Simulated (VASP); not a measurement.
# SrTe (Fm-3m) in VASP: further runs

SrTe is run at these levels: PBEsol; tasks: single point.

Everything below comes from runs of VASP 6.6.1. Logs are shortened: lines on timing, memory, paths and dates and some standing lists are left out, and cuts for length are marked.

## 1. The cell of the first run

It takes space group Fm-3m (No. 225, cubic). Conventional cell: a = 6.576 Å, b = 6.576 Å, c = 6.576 Å, α = 90.00°, β = 90.00°, γ = 90.00°. Sr (site symmetry m-3m) has 6 Te at 3.29 Å within 4.3 Å. Te (site symmetry m-3m) has 6 Sr at 3.29 Å within 4.3 Å.

## 2. Single point, PBEsol, non-collinear spin, zero start, spin-orbit coupling (volume scaled by 1.05)

INCAR

```
SYSTEM = SrTe
PREC = Accurate ; ENCUT = 500
EDIFF = 1E-6 ; ISMEAR = 0
SIGMA = 0.05 ; LREAL = .False.
LASPH = .True. ; NELM = 200
ALGO = Normal ; ISIF = 2
LWAVE = .False. ; LCHARG = .True.
MAGMOM = 0 0 0 0 0 0 ; LORBIT = 11
LSORBIT = .True. ; GGA_COMPAT = .False.
LORBMOM = .True. ; GGA = PS
LVHAR = .True. ; NBANDS = 28
```

KPOINTS

```
Automatic mesh
0
Gamma
  6 6 6
  0 0 0
```

POSCAR

```
SrTe
1.0
    0.0000000000      3.2880421212      3.2880421212
    3.2880421212      0.0000000000      3.2880421212
    3.2880421212      3.2880421212      0.0000000000
Sr Te
1 1
Direct
    0.5000000000      0.5000000000      0.5000000000
    0.0000000000      0.0000000000      0.0000000000
```

Potentials or basis: VASP PAW PBE potentials, release 64 (Sr_sv, Te).

Run with:

```
$ cat potpaw_PBE.64/Sr_sv/POTCAR potpaw_PBE.64/Te/POTCAR > POTCAR
$ mpirun -np 1 vasp_ncl > vasp.out
```

OUTCAR:

```text
SYSTEM = SrTe
   PREC = Accurate
   ENCUT = 500
   EDIFF = 1E-6
   ISMEAR = 0
   LREAL = .False.
   LASPH = .True.
   NELM = 200
   ISIF = 2
   LORBIT = 11
   LSORBIT = .True.
   GGA = PS

 ion  position               nearest neighbor table
   1  0.500  0.500  0.500-   2 3.29   2 3.29   2 3.29   2 3.29   2 3.29   2 3.29
   2  0.000  0.000  0.000-   1 3.29   1 3.29   1 3.29   1 3.29   1 3.29   1 3.29

  LATTYP: Found a face centered cubic cell.
 ALAT       =     6.5760842424

  Lattice vectors:

 A1 = (   0.0000000000,   3.2880421212,   3.2880421212)
 A2 = (   3.2880421212,   0.0000000000,   3.2880421212)
 A3 = (   3.2880421212,   3.2880421212,   0.0000000000)

Analysis of symmetry for initial positions (statically):
=====================================================================
 Subroutine PRICEL returns:
 Original cell was already a primitive cell.

 Routine SETGRP: Setting up the symmetry group for a
 face centered cubic supercell.

 Subroutine GETGRP returns: Found 48 space group operations
 (whereof 48 operations were pure point group operations)
 out of a pool of 48 trial point group operations.

The static configuration has the point symmetry O_h .

Analysis of symmetry for dynamics (positions and initial velocities):
=====================================================================
 Subroutine PRICEL returns:
 Original cell was already a primitive cell.

 Routine SETGRP: Setting up the symmetry group for a
 face centered cubic supercell.

 Subroutine GETGRP returns: Found 48 space group operations
 (whereof 48 operations were pure point group operations)
 out of a pool of 48 trial point group operations.

The dynamic configuration has the point symmetry O_h .

Analysis of structural, dynamic, and magnetic symmetry:
=====================================================================
 Subroutine PRICEL returns:
 Original cell was already a primitive cell.

 Routine SETGRP: Setting up the symmetry group for a
 face centered cubic supercell.

 Subroutine GETGRP returns: Found 48 space group operations
 (whereof 48 operations were pure point group operations)
 out of a pool of 48 trial point group operations.

The overall configuration has the point symmetry O_h .

 Subroutine INISYM returns: Found 48 space group operations
 (whereof 48 operations are pure point group operations),
 and found     1 'primitive' translations

----------------------------------------------------------------------------------------

                                     Primitive cell

  volume of cell :      71.0955

  direct lattice vectors                    reciprocal lattice vectors
     0.000000000  3.288042121  3.288042121    -0.152066178  0.152066178  0.152066178
     3.288042121  0.000000000  3.288042121     0.152066178 -0.152066178  0.152066178
     3.288042121  3.288042121  0.000000000     0.152066178  0.152066178 -0.152066178

  length of vectors
     4.649993761  4.649993761  4.649993761     0.263386347  0.263386347  0.263386347

  position of ions in fractional coordinates (direct lattice)
     0.500000000  0.500000000  0.500000000
     0.000000000  0.000000000  0.000000000

  ion indices of the primitive-cell ions
   primitive index   ion index
                 1           1
                 2           2

----------------------------------------------------------------------------------------

 KPOINTS: Automatic mesh

Automatic generation of k-mesh.
 Grid dimensions read from file:
 generate k-points for:    6    6    6

 Generating k-lattice:

  Cartesian coordinates                     Fractional coordinates (reciprocal lattice)
    -0.025344363  0.025344363  0.025344363     0.166666667  0.000000000  0.000000000
     0.025344363 -0.025344363  0.025344363     0.000000000  0.166666667  0.000000000
     0.025344363  0.025344363 -0.025344363     0.000000000  0.000000000  0.166666667

  Length of vectors
     0.043897725  0.043897725  0.043897725

  Shift w.r.t. Gamma in fractional coordinates (k-lattice)
     0.000000000  0.000000000  0.000000000

 Subroutine IBZKPT returns following result:
 ===========================================

 Found     16 irreducible k-points:

 Following reciprocal coordinates:
            Coordinates               Weight
  0.000000  0.000000  0.000000      1.000000
  0.166667  0.000000  0.000000      8.000000
  0.333333  0.000000  0.000000      8.000000
  0.500000  0.000000  0.000000      4.000000
  0.166667  0.166667  0.000000      6.000000
  0.333333  0.166667  0.000000     24.000000
[... 8 lines left out ...]
 -0.333333  0.333333  0.166667     24.000000
[... 27 lines left out ...]
   POTIM  = 0.5000    time-step for ionic-motion
   TEBEG  =    0.0;   TEEND  =   0.0 temperature during run
   PSTRESS=    0.0 pullay stress
   NELECT =      16.0000    total number of electrons
   NUPDOWN=      -1.0000    fix difference up-down
   EMIN   =  10.00;   EMAX   =-10.00  energy-range for DOS
   EFERMI =   0.00;   METHOD = LEGACY
   ISMEAR =     0;   SIGMA  =   0.05  broadening in eV -4-tet -1-fermi 0-gaus
   EFERMI_NEDOS =   21; number of points for ismear=-14 and -15
   IALGO  =     38    algorithm
   IMIX   =      4    mixing-type and parameters
     AMIX     =   0.40;   BMIX     =  1.00
     AMIX_MAG =   1.60;   BMIX_MAG =  1.00
  volume/ion in A,a.u.               =      35.55       239.89
  Fermi-wavevector in a.u.,A,eV,Ry     =   0.995789  1.881769 13.491487  0.991596
  Thomas-Fermi vector in A             =   2.127833
   LORBIT       =     11    0 simple, 1 ext, 2 COOP (PROOUT), +10 PAW based schemes
   GGA     = PS    functional components
   LHFCALC =     F    Hartree Fock is set to
   AEXX    =    0.0000 exact exchange contribution
   IVDW    =     0    specifies the selected vdW correction
   LEPSILON=     F    determine dielectric tensor
   LRPA    =     F    only Hartree local field effects (RPA)
 Gauss-broadening in eV      SIGMA  =   0.05
  energy-cutoff  :      500.00
  volume of cell :       71.10
 maximum number of plane-waves:      3642
 NGX is ok and might be reduce to    36
   NGX = 17   NGY = 17   NGZ = 17

 number of electron      16.0000000 magnetization       0.0000000      0.0000000      0.0000000

 number of electron      16.0000000 magnetization      -0.0000000     -0.0000000     -0.0000000

 number of electron      16.0000000 magnetization      -0.0000000      0.0000000     -0.0000000

 number of electron      16.0000000 magnetization       0.0000000     -0.0000000      0.0000000

 Free energy of the ion-electron system (eV)
  ---------------------------------------------------
  ext. energy  EPLUGINS =         0.00000000
  ---------------------------------------------------
  free energy    TOTEN  =        -9.00925266 eV

  energy without entropy =       -9.00925266  energy(sigma->0) =       -9.00925266

 E-fermi :   3.5041     XC(G=0):  -8.8322

 val. band max:        3.2986265749   @ k =   0.0000   0.0000   0.0000
 cond. band min:       4.5178983365   @ k =   0.5000   0.5000   0.0000
 fundamental gap:      1.2192717616
 Fermi energy:         3.5041481929

 k-point     1 :       0.0000    0.0000    0.0000
  band No.  band energies     occupation
      1     -31.4612      1.00000
      2     -31.4612      1.00000
      3     -14.2487      1.00000
      4     -14.2487      1.00000
      5     -13.1253      1.00000
      6     -13.1253      1.00000
[... 485 lines left out ...]
     27       9.5885      0.00000
     28       9.5885      0.00000

------------------------ aborting loop because EDIFF is reached ----------------------------------------

  FORCE on cell =-STRESS in cart. coord.  units (eV):
  Direction    XX          YY          ZZ          XY          YZ          ZX
  --------------------------------------------------------------------------------------
  -------------------------------------------------------------------------------------
  Total        0.3026829      0.3026829      0.3026829      0.0000000      0.0000000     -0.0000000
  in kB        6.8211304      6.8211304      6.8211304      0.0000000      0.0000000     -0.0000000
  external PRESSURE =       6.8211304 kB  Pullay stress =       0.0000000 kB

 VOLUME and BASIS-vectors are now :
 -----------------------------------------------------------------------------
  energy-cutoff  :      500.00
  volume of cell :       71.10
      direct lattice vectors                 reciprocal lattice vectors
     0.000000000  3.288042121  3.288042121    -0.152066178  0.152066178  0.152066178
     3.288042121  0.000000000  3.288042121     0.152066178 -0.152066178  0.152066178
     3.288042121  3.288042121  0.000000000     0.152066178  0.152066178 -0.152066178

 POSITION                                       TOTAL-FORCE (eV/Angst)
 -----------------------------------------------------------------------------------
      3.28804      3.28804      3.28804         0.000000     -0.000000     -0.000000
      0.00000      0.00000      0.00000        -0.000000      0.000000      0.000000
 -----------------------------------------------------------------------------------
    total drift:                                0.000000      0.000000      0.000000

  FREE ENERGIE OF THE ION-ELECTRON SYSTEM (eV)
  ---------------------------------------------------
  free  energy   TOTEN  =        -9.0092526627 eV

  energy  without entropy=       -9.0092526627  energy(sigma->0) =       -9.00925266

 orbital moment (x)

 # of ion     p       d       tot
 ----------------------------------------
  1        -0.000  -0.000  -0.000
  2        -0.000  -0.000  -0.000
 ----------------------------------------
           -0.000  -0.000  -0.000

 orbital moment (y)

 # of ion     p       d       tot
 ----------------------------------------
  1        -0.000  -0.000  -0.000
  2         0.000  -0.000   0.000
 ----------------------------------------
            0.000  -0.000  -0.000

 orbital moment (z)

 # of ion     p       d       tot
 ----------------------------------------
  1         0.000   0.000   0.000
  2         0.000  -0.000  -0.000
 ----------------------------------------
            0.000   0.000   0.000

 Spin-Orbit-Coupling matrix elements

 Ion:    1  E_soc:     -0.1788270
 l=   1
     0.0000000    -0.0296824    -0.0296824
    -0.0296824     0.0000000    -0.0296824
    -0.0296824    -0.0296824     0.0000000
 l=   2
     0.0000000     0.0000097     0.0000000     0.0000097    -0.0001317
     0.0000097     0.0000000    -0.0000988     0.0000097    -0.0000329
     0.0000000    -0.0000988     0.0000000    -0.0000988     0.0000000
     0.0000097     0.0000097    -0.0000988     0.0000000    -0.0000329
    -0.0001317    -0.0000329     0.0000000    -0.0000329     0.0000000
 l=   3
     0.0000000     0.0000000     0.0000000     0.0000000     0.0000000     0.0000000     0.0000000
     0.0000000     0.0000000     0.0000000     0.0000000     0.0000000     0.0000000     0.0000000
     0.0000000     0.0000000     0.0000000     0.0000000     0.0000000     0.0000000     0.0000000
     0.0000000     0.0000000     0.0000000     0.0000000     0.0000000     0.0000000     0.0000000
     0.0000000     0.0000000     0.0000000     0.0000000     0.0000000     0.0000000     0.0000000
     0.0000000     0.0000000     0.0000000     0.0000000     0.0000000     0.0000000     0.0000000
     0.0000000     0.0000000     0.0000000     0.0000000     0.0000000     0.0000000     0.0000000

 Ion:    2  E_soc:     -0.1825675
 l=   1
     0.0000000    -0.0304207    -0.0304207
    -0.0304207     0.0000000    -0.0304207
    -0.0304207    -0.0304207     0.0000000
 l=   2
     0.0000000    -0.0000050     0.0000000    -0.0000050    -0.0000022
    -0.0000050     0.0000000    -0.0000017    -0.0000050    -0.0000006
     0.0000000    -0.0000017     0.0000000    -0.0000017     0.0000000
    -0.0000050    -0.0000050    -0.0000017     0.0000000    -0.0000006
    -0.0000022    -0.0000006     0.0000000    -0.0000006     0.0000000
 l=   3
     0.0000000     0.0000000     0.0000000     0.0000000     0.0000000     0.0000000     0.0000000
     0.0000000     0.0000000     0.0000000     0.0000000     0.0000000     0.0000000     0.0000000
     0.0000000     0.0000000     0.0000000     0.0000000     0.0000000     0.0000000     0.0000000
     0.0000000     0.0000000     0.0000000     0.0000000     0.0000000     0.0000000     0.0000000
     0.0000000     0.0000000     0.0000000     0.0000000     0.0000000     0.0000000     0.0000000
     0.0000000     0.0000000     0.0000000     0.0000000     0.0000000     0.0000000     0.0000000
     0.0000000     0.0000000     0.0000000     0.0000000     0.0000000     0.0000000     0.0000000

 total charge

# of ion       s       p       d       tot
------------------------------------------
    1        2.010   5.767   0.206   7.983
    2        1.339   2.153   0.005   3.497
--------------------------------------------------
tot          3.350   7.920   0.210  11.480

 magnetization (x)

# of ion       s       p       d       tot
------------------------------------------
    1        0.000   0.000   0.000   0.000
    2       -0.000  -0.000  -0.000  -0.000
--------------------------------------------------
tot          0.000  -0.000   0.000   0.000

 magnetization (y)

# of ion       s       p       d       tot
------------------------------------------
    1        0.000   0.000   0.000   0.000
    2       -0.000  -0.000  -0.000  -0.000
--------------------------------------------------
tot          0.000  -0.000   0.000   0.000

 magnetization (z)

# of ion       s       p       d       tot
------------------------------------------
    1       -0.000   0.000   0.000  -0.000
    2       -0.000  -0.000   0.000  -0.000
--------------------------------------------------
tot         -0.000   0.000   0.000  -0.000
```

Wall time 39 s (1 thread of Intel Xeon 6975P-C (Granite Rapids), shared host); peak memory 0.4 GiB.

What came out:

* Free energy: -9.0093 eV
* Pressure: 0.7 GPa
* Net moment: 0.00 μB per cell
* Valence electrons inside the program's atomic spheres: Sr 7.98; Te 3.50

Moments on the atoms (μB; x, y, z):
```
Sr  0.00 0.00 0.00
Te  0.00 0.00 0.00
```

Caveat: the cell differs from its parent crystal (volume scaled by 1.05); the PAW data sets were made with another functional, which shifts forces and pressure a little.

## 3. Single point, PBEsol, non-collinear spin, zero start, spin-orbit coupling

This run uses another cell than the first one, of 33.85 Å³/atom, 0.952 times its volume.

INCAR

```
SYSTEM = SrTe
PREC = Accurate
ENCUT = 500
EDIFF = 1E-6
ISMEAR = 0
SIGMA = 0.05
LREAL = .False.
LASPH = .True.
NELM = 200
ALGO = Normal
ISIF = 2
LWAVE = .False.
LCHARG = .False.
MAGMOM = 0 0 0 0 0 0
LORBIT = 11
LSORBIT = .True.
GGA_COMPAT = .False.
LORBMOM = .True.
GGA = PS
NBANDS = 28
```

KPOINTS

```
Automatic mesh
0
Gamma
  8 8 8
  0 0 0
```

POSCAR

```
SrTe
1.0
    0.0000000000      3.2349999084      3.2349999084
    3.2349999084      0.0000000000      3.2349999084
    3.2349999084      3.2349999084      0.0000000000
Sr Te
1 1
Direct
    0.5000000000      0.5000000000      0.5000000000
    0.0000000000      0.0000000000      0.0000000000
```

Potentials or basis: VASP PAW PBE potentials, release 64 (Sr_sv, Te).

Run with:

```
$ cat potpaw_PBE.64/Sr_sv/POTCAR potpaw_PBE.64/Te/POTCAR > POTCAR
$ mpirun -np 1 vasp_ncl > vasp.out
```

Run time: 58 s. Hardware: 1 thread of Intel Xeon 6975P-C (Granite Rapids), shared host; peak memory 0.41 GiB.

Results (log left out):

| Item | Value |
| --- | --- |
| Free energy | -8.9751 eV |
| Pressure | 2.7 GPa |
| Net moment | 0.00 μB per cell |
| Valence electrons inside the program's atomic spheres | Sr 8.01; Te 3.52 |

Moments on the atoms (μB; x, y, z):
```
Sr  0.00 0.00 0.00
Te  0.00 0.00 0.00
```

Caveat: the PAW data sets were made with another functional, which shifts forces and pressure a little.
